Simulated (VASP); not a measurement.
# NaCa2H2 (P6mm) in VASP: further runs

The runs below take NaCa2H2 through single point, relaxation of cell and atoms, with PBE.

All numbers are computed with VASP 6.6.1; they aren't measurements. Logs are shortened: lines on timing, memory, paths and dates and some standing lists are left out, and cuts for length are marked.

## 1. The cell of the first run

The structure is hexagonal, space group P6mm (No. 183). Conventional cell: a = 4.631 Å, b = 4.631 Å, c = 3.705 Å, α = 90.00°, β = 90.00°, γ = 120.00°. Na (site symmetry 6mm) has 6 H at 2.68 Å and 12 Ca at 3.05 to 3.48 Å within 3.5 Å. Within 2.1 Å of Ca (site symmetry 3m) lie 1 H at 1.58 Å. Within 2.1 Å of H (site symmetry 3m) lie 1 Ca at 1.58 Å.

## 2. Single point, PBE

File INCAR:

```
  PREC = Accurate
  ENCUT = 520
  EDIFF = 1E-7
  ISMEAR = 0
  SIGMA = 0.1
  LREAL = F
  LASPH = T
  NELM = 100
  ALGO = Normal
  ISIF = 2
  LWAVE = F
  LCHARG = F
  GGA = PE
  NBANDS = 22
```

File KPOINTS:

```
Automatic mesh
0
Gamma
  6 6 6
```

File POSCAR:

```
NaCa2H2
1.0
    4.6312130500      0.0000000000      0.0000000000
   -2.3156065300      4.0107481500      0.0000000000
    0.0000000000      0.0000000000      3.7054970600
Na Ca H
1 2 2
Direct
    0.0000000000      0.0000000000      0.6483049900
    0.3333333300      0.6666666700      0.0467269100
    0.6666666700      0.3333333300      0.0467269100
    0.3333333300      0.6666666700      0.6211387100
    0.6666666700      0.3333333300      0.6211387100
```

Potentials or basis: VASP PAW PBE potentials, release 64 (Na_pv, Ca_sv, H).

Run with:

```bash
> cat potpaw_PBE.64/Na_pv/POTCAR potpaw_PBE.64/Ca_sv/POTCAR potpaw_PBE.64/H/POTCAR > POTCAR
> mpirun -np 1 vasp_std > vasp.out
```

OUTCAR:

```text
PREC = Accurate
   ENCUT = 520
   EDIFF = 1E-7
   ISMEAR = 0
   LREAL = F
   LASPH = T
   NELM = 100
   ISIF = 2
   GGA = PE

 ion  position               nearest neighbor table
   1  0.000  0.000  0.648-
   2  0.333  0.667  0.047-   4 1.58   3 2.67   3 2.67   3 2.67
   3  0.667  0.333  0.047-   5 1.58   2 2.67   2 2.67   2 2.67
   4  0.333  0.667  0.621-   2 1.58
   5  0.667  0.333  0.621-   3 1.58

  LATTYP: Found a hexagonal cell.
 ALAT       =     4.6312130500
 C/A-ratio  =     0.8001137110

  Lattice vectors:

 A1 = (   4.6312130500,   0.0000000000,   0.0000000000)
 A2 = (  -2.3156065300,   4.0107481500,   0.0000000000)
 A3 = (   0.0000000000,   0.0000000000,   3.7054970600)

Analysis of symmetry for initial positions (statically):
=====================================================================
 Subroutine PRICEL returns:
 Original cell was already a primitive cell.

 Routine SETGRP: Setting up the symmetry group for a
 hexagonal supercell.

 Subroutine GETGRP returns: Found 12 space group operations
 (whereof 12 operations were pure point group operations)
 out of a pool of 24 trial point group operations.

The static configuration has the point symmetry C_6v.

Analysis of symmetry for dynamics (positions and initial velocities):
=====================================================================
 Subroutine PRICEL returns:
 Original cell was already a primitive cell.

 Routine SETGRP: Setting up the symmetry group for a
 hexagonal supercell.

 Subroutine GETGRP returns: Found 12 space group operations
 (whereof 12 operations were pure point group operations)
 out of a pool of 24 trial point group operations.

The dynamic configuration has the point symmetry C_6v.

 Subroutine INISYM returns: Found 12 space group operations
 (whereof 12 operations are pure point group operations),
 and found     1 'primitive' translations

----------------------------------------------------------------------------------------

                                     Primitive cell

  volume of cell :      68.8282

  direct lattice vectors                    reciprocal lattice vectors
     4.631213050  0.000000000  0.000000000     0.215926149  0.124665021  0.000000000
    -2.315606530  4.010748150  0.000000000     0.000000000  0.249330041  0.000000000
[... 84 lines left out ...]
   ICHARG =      2    charge: 1-file 2-atom 10-const
   ISPIN  =      1    spin polarized calculation?
   LNONCOLLINEAR =      F non collinear calculations
   LSORBIT =      F    spin-orbit coupling
   LASPH  =      T    aspherical Exc in radial PAW
   ENCUT  =  520.0 eV  38.22 Ry    6.18 a.u.   8.61  8.61  6.89*2*pi/ulx,y,z
   NELM   =    100;   NELMIN=  2; NELMDL= -5     # of ELM steps
   EDIFF  = 0.1E-06   stopping-criterion for ELM
   LREAL  =      F    real-space projection
   EDIFFG = 0.1E-05   stopping-criterion for IOM
   NSW    =      0    number of steps for IOM
   IBRION =     -1    ionic relax: 0-MD 1-quasi-New 2-CG
   NFREE  =      0    steps in history (QN), initial steepest desc. (CG)
   ISIF   =      2    stress and relaxation
   ISYM   =      2    0-nonsym 1-usesym 2-fastsym
   POTIM  = 0.5000    time-step for ionic-motion
   TEBEG  =    0.0;   TEEND  =   0.0 temperature during run
   PSTRESS=    0.0 pullay stress
   NELECT =      29.0000    total number of electrons
   NUPDOWN=      -1.0000    fix difference up-down
   EMIN   =  10.00;   EMAX   =-10.00  energy-range for DOS
   EFERMI =   0.00;   METHOD = LEGACY
   ISMEAR =     0;   SIGMA  =   0.10  broadening in eV -4-tet -1-fermi 0-gaus
   EFERMI_NEDOS =   21; number of points for ismear=-14 and -15
   IALGO  =     38    algorithm
   IMIX   =      4    mixing-type and parameters
     AMIX     =   0.40;   BMIX     =  1.00
     AMIX_MAG =   1.60;   BMIX_MAG =  1.00
  volume/ion in A,a.u.               =      13.77        92.90
  Fermi-wavevector in a.u.,A,eV,Ry     =   1.227303  2.319267 20.494099  1.506274
  Thomas-Fermi vector in A             =   2.362272
   LORBIT       =      0    0 simple, 1 ext, 2 COOP (PROOUT), +10 PAW based schemes
   GGA     = PE    functional components
   LHFCALC =     F    Hartree Fock is set to
   AEXX    =    0.0000 exact exchange contribution
   IVDW    =     0    specifies the selected vdW correction
   LEPSILON=     F    determine dielectric tensor
   LRPA    =     F    only Hartree local field effects (RPA)
 non-spin polarized calculation
 Gauss-broadening in eV      SIGMA  =   0.10
  energy-cutoff  :      520.00
  volume of cell :       68.83
 maximum number of plane-waves:      1870
 NGX is ok and might be reduce to    36
   NGX = 17   NGY = 17   NGZ = 13

 number of electron      28.9999998 magnetization

 Free energy of the ion-electron system (eV)
  ---------------------------------------------------
  ext. energy  EPLUGINS =         0.00000000
  ---------------------------------------------------
  free energy    TOTEN  =        -6.32567151 eV

  energy without entropy =       -6.31340494  energy(sigma->0) =       -6.31953822

 E-fermi :   4.4087     XC(G=0):  -9.5681

 val. band max:        4.4077061282   @ k =   0.1667   0.0000   0.5000
 cond. band min:       4.4552754786   @ k =   0.3333   0.0000   0.1667
 fundamental gap:      0.0475693503
 Fermi energy:         4.4087176781

 k-point     1 :       0.0000    0.0000    0.0000
  band No.  band energies     occupation
      1     -37.1111      2.00000
      2     -36.5823      2.00000
      3     -20.0721      2.00000
      4     -20.0721      2.00000
      5     -19.9787      2.00000
      6     -18.7781      2.00000
[... 589 lines left out ...]
     21       8.4902      0.00000
     22       8.6385      0.00000

 [... further k-points ...]
[... 5 lines left out ...]
  --------------------------------------------------------------------------------------
  -------------------------------------------------------------------------------------
  Total        8.3026948      8.3026948     20.4320949     -0.0000000      0.0000000      0.0000000
  in kB      193.2693699    193.2693698    475.6164354     -0.0000002      0.0000000      0.0000000
  external PRESSURE =     287.3850584 kB  Pullay stress =       0.0000000 kB

 VOLUME and BASIS-vectors are now :
 -----------------------------------------------------------------------------
  energy-cutoff  :      520.00
  volume of cell :       68.83
      direct lattice vectors                 reciprocal lattice vectors
     4.631213050  0.000000000  0.000000000     0.215926149  0.124665021  0.000000000
    -2.315606530  4.010748150  0.000000000     0.000000000  0.249330041  0.000000000
     0.000000000  0.000000000  3.705497060     0.000000000  0.000000000  0.269869328

 POSITION                                       TOTAL-FORCE (eV/Angst)
 -----------------------------------------------------------------------------------
      0.00000      0.00000      2.40229         0.000000      0.000000     -1.386102
     -0.00000      2.67383      0.17315         0.000000      0.000000      5.902372
      2.31561      1.33692      0.17315        -0.000000      0.000000      5.902372
     -0.00000      2.67383      2.30163         0.000000      0.000000     -5.209322
      2.31561      1.33692      2.30163         0.000000     -0.000000     -5.209322
 -----------------------------------------------------------------------------------
    total drift:                                0.000000      0.000000      0.000275

  FREE ENERGIE OF THE ION-ELECTRON SYSTEM (eV)
  ---------------------------------------------------
  free  energy   TOTEN  =        -6.3256715091 eV

  energy  without entropy=       -6.3134049352  energy(sigma->0) =       -6.31953822
```

OSZICAR:

```text
N       E                     dE             d eps       ncg     rms          rms(c)
DAV:   1     0.301607237221E+03    0.30161E+03   -0.14800E+04  1232   0.139E+03
DAV:   2     0.988338084952E+01   -0.29172E+03   -0.28376E+03  1268   0.418E+02
DAV:   3    -0.678022072236E+01   -0.16664E+02   -0.16244E+02  2120   0.911E+01
DAV:   4    -0.802695436844E+01   -0.12467E+01   -0.12264E+01  1770   0.176E+01
DAV:   5    -0.805781738483E+01   -0.30863E-01   -0.30836E-01  1802   0.274E+00    0.719E+00
DAV:   6    -0.665644267995E+01    0.14014E+01   -0.14340E+00  1558   0.122E+01    0.356E+00
DAV:   7    -0.631617738171E+01    0.34027E+00   -0.12082E+00  1694   0.975E+00    0.779E-01
DAV:   8    -0.632686276239E+01   -0.10685E-01   -0.17585E-01  1630   0.264E+00    0.284E-01
DAV:   9    -0.632542053893E+01    0.14422E-02   -0.77746E-03  1782   0.719E-01    0.201E-01
DAV:  10    -0.632580524560E+01   -0.38471E-03   -0.12327E-03  1664   0.371E-01    0.961E-02
DAV:  11    -0.632567699206E+01    0.12825E-03   -0.27232E-04  1506   0.134E-01    0.236E-02
DAV:  12    -0.632567103479E+01    0.59573E-05   -0.50494E-05  1712   0.426E-02    0.476E-03
DAV:  13    -0.632567153422E+01   -0.49943E-06   -0.48534E-06  1668   0.121E-02    0.112E-03
DAV:  14    -0.632567150908E+01    0.25140E-07   -0.48217E-07  1604   0.417E-03
   1 F= -.63256715E+01 E0= -.63195382E+01  d E =-.122666E-01
```

stdout:

```text
POSCAR found type information on POSCAR NaCaH
 POSCAR found :  3 types and       5 ions
 scaLAPACK will be used
 LDA part: xc-table for (Slater+PW92), standard interpolation
 POSCAR, INCAR and KPOINTS ok, starting setup
 FFT: planning ... GRIDC
 FFT: planning ... GRID_SOFT
 FFT: planning ... GRID
 WAVECAR not read
 entering main loop
```

Run time: 28 s. Hardware: 1 thread of Intel Xeon 6975P-C (Granite Rapids), shared host; peak memory 0.2 GiB.

Results:

| Property | Result |
| --- | --- |
| Free energy | -6.3257 eV |
| Pressure | 28.7 GPa |
| Largest force | 5.902 eV/Å |

Forces in eV/Å, atoms in the order of the input:
```
Na   0.000  0.000 -1.386
Ca   0.000  0.000  5.902
Ca   0.000  0.000  5.902
H    0.000  0.000 -5.209
H    0.000  0.000 -5.209
```

Stress tensor (GPa, compression positive):
```
19.33  0.00  0.00
 0.00 19.33  0.00
 0.00  0.00 47.56
```

Caveat: forces of over 1 eV/Å act on the atoms, so gaps and moduli don't describe the material at rest.

(Part 1 of 2 ends here.)
